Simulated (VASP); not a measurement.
Set up this calculation in VASP 6.6.1, as the native input.

```yaml
Task: relaxation of cell and atoms
Functional: LDA
Potentials_or_basis: VASP PAW LDA potentials, release 64 (Cd, S)
Cutoff: 600 eV
k_mesh: 6 × 6 × 4
Occupations: fermi-dirac, width 0.02 eV
Spin: no spin polarisation
Dipole_correction: no
Further_INCAR_settings: ALGO = Normal; EDIFF = 1e-06; IBRION = 2; EDIFFG = -0.005; NSW = 80; ISIF = 3
```

The structure of CdS (Greenockite) lies in POSCAR:

```
CdS
1.0
    4.1969590536      0.0000000000      0.0000000000
   -2.0984795268      3.6346731591      0.0000000000
    0.0000000000      0.0000000000      6.8279107376
Cd S
2 2
Direct
    0.3333333333      0.6666666667     -0.0008015501
    0.6666666667      0.3333333333      0.4991984499
    0.3333333333      0.6666666667      0.3758015501
    0.6666666667      0.3333333333      0.8758015501
```

The input as run:

INCAR

```
SYSTEM = CdS
  ALGO = Normal
  EDIFF = 1E-6
  EDIFFG = -0.005
  ENCUT = 600
  GGA = CA
  IBRION = 2
  ISIF = 3
  ISMEAR = -1
  LASPH = .TRUE.
  LCHARG = .FALSE.
  LREAL = .FALSE.
  LWAVE = .FALSE.
  NELM = 60
  NSW = 80
  PREC = Accurate
  SIGMA = 0.02
```

KPOINTS

```
k-points
0
G
  6 6 4
  0 0 0
```

Potentials or basis: VASP PAW LDA potentials, release 64 (Cd, S).

Command:

```sh
$ cat potpaw_LDA.64/Cd/POTCAR potpaw_LDA.64/S/POTCAR > POTCAR
$ mpirun -np 1 vasp_std > vasp.out
```

Results of the run:

```yaml
Relaxed_volume: 24.04 Å³/atom
Relaxed_cell: a = 4.086 Å, b = 4.086 Å, c = 6.649 Å, α = 90.00°, β = 90.00°, γ = 120.00°
Space_group_after_relaxing_to_0.05_Å: P6_3mc (No. 186)
Energy_gained_by_relaxing: 30.4 meV/atom
Ionic_steps: 6
Pressure_after_relaxing: 0.0 GPa
Largest_force_after_relaxing: 0.005 eV/Å
Band_gap_on_the_k_mesh: 1.04 eV, direct
```

Run time: 110 s on 1 thread of AMD EPYC 9R45 96-Core Processor (Zen 5), on a shared host, peak memory 0.21 GiB.
